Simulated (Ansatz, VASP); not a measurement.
## MoH3 in VASP and in Ansatz

```
H Mo
1.0
     3.16075    0.00000    0.00000
    -1.58037    2.73729    0.00000
     0.00000    0.00000    2.73249
H Mo
3 1
Direct
  0.50000 0.00000 0.00000
  0.00000 0.50000 0.00000
  0.50000 0.50000 0.00000
  0.00000 0.00000 0.50000
```

Alike in both runs: functional PBE; k mesh 4 × 4 × 4; occupations gaussian, width 0.15 eV; no spin polarisation.

Ansatz relaxed the structure, and its values are those at the end. VASP's run is a single point on that final structure, the one shown.

|  | VASP | Ansatz |
| --- | --- | --- |
| version | VASP 6.6.1 | Ansatz 0.2.0 |
| potentials or method | VASP PAW PBE potentials, release 64 (H, Mo_sv), cutoff 500 eV | scalar-relativistic, plane waves, PAW |
| valence electrons in the cell | 17 | 17 |

```tsv
	VASP	Ansatz	Ansatz less VASP
gap on the k mesh at the Fermi level (eV)	none	none	-
pressure (GPa)	-0.1	-0.1	-0.03
```

A gap of «none» marks a metal or a gap that the smearing closes.

The k mesh is coarse, so the values compare programs but aren't converged.
